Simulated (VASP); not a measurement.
The system is Re.

```xyz
3
Lattice="4.3647 0.0000 0.0000 -2.1823 3.7799 0.0000 0.0000 0.0000 2.6756" Properties=species:S:1:pos:R:3 pbc="T T T"
Re    0.0000    0.0000    0.0000
Re    0.0000    2.5200    1.3378
Re    2.1823    1.2600    1.3378
```

This isn't the form of Re at room conditions, which is hcp.

| Property | Result |
| --- | --- |
| Program | VASP 6.6.1 |
| Task | relaxation of cell and atoms |
| Functional | RPBE |
| Potentials or basis | VASP PAW PBE potentials, release 64 (Re) |
| Cutoff | 600 eV |
| k mesh | 8 × 8 × 12 |
| Occupations | fermi-dirac, width 0.1 eV |
| Spin | no spin polarisation |

At the start: pressure 15.0 GPa; volume 14.71 Å³/atom.

Question: How do energy, volume and symmetry change on relaxing?

Answer: Over 6 steps the energy falls by 35.2 meV/atom and the volume is 15.33 Å³/atom (+4.2 %); space group P6/mmm (No. 191, to 0.1 Å) before and after.

The path:
```
step  energy change (eV)  largest force (eV/Å)  pressure (GPa)  volume (Å³)
   1              0.0000                0.0000           15.05        44.14
   2              0.8848                0.0000          -36.21        53.54
   3             -0.0965                0.0000           -2.01        46.23
   4             -0.0970                0.0000           -1.05        46.10
   5             -0.0975                0.0000            1.25        45.89
   6             -0.1056                0.0000            0.02        45.99
```

Final structure:
```
Re
1.0
     4.39020    0.00000    0.00000
    -2.19510    3.80202    0.00000
     0.00000    0.00000    2.75527
Re
3
Direct
  0.00000 0.00000 0.00000
  0.33333 0.66667 0.50000
  0.66667 0.33333 0.50000
```

Caveat: the highest band is partly filled, so the run has too few bands; the PAW data sets were made with another functional, which shifts forces and pressure a little.
